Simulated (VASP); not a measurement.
Input of a VASP 6.6.1 run:

File INCAR:

```
PREC     = Accurate       # precision mode
ENCUT    = 520            # plane-wave cutoff, eV
EDIFF    = 1E-6           # SCF threshold, eV
ISMEAR   = 0              # smearing method
SIGMA    = 0.05           # smearing width, eV
LREAL    = False          # projectors in reciprocal space
LASPH    = True           # aspherical terms in the spheres
NELM     = 80             # most SCF steps
ALGO     = Normal         # electronic algorithm
ISIF     = 2              # what is computed and relaxed
LWAVE    = False          # write WAVECAR
LCHARG   = True           # write CHGCAR
GGA      = PE             # functional
LELF     = True           # ELF
LVHAR    = True         
NBANDS   = 13             # bands
```

The input KPOINTS:

```
Automatic mesh
0
Gamma
  12 12 12
```

POSCAR

```
ReP
1.0
    0.0000000000      2.4120646174      2.4120646174
    2.4120646174      0.0000000000      2.4120646174
    2.4120646174      2.4120646174      0.0000000000
Re P
1 1
Direct
    0.5000000000      0.5000000000      0.5000000000
    0.0000000000      0.0000000000      0.0000000000
```

Potentials or basis: VASP PAW PBE potentials, release 64 (Re, P).

Launch:

```bash
$ cat potpaw_PBE.64/Re/POTCAR potpaw_PBE.64/P/POTCAR > POTCAR
$ mpirun -np 1 vasp_std > vasp.out
```

Problem. Predict the band gap on the k mesh.

Solution. Zero (bands 6 and 7 overlap by 0.82 eV).

Problem. Predict the pressure.

Solution. 15.3 GPa.

Caveat: the cell stands under pressure; spin-orbit coupling is left out, which moves the levels of the heavy elements.
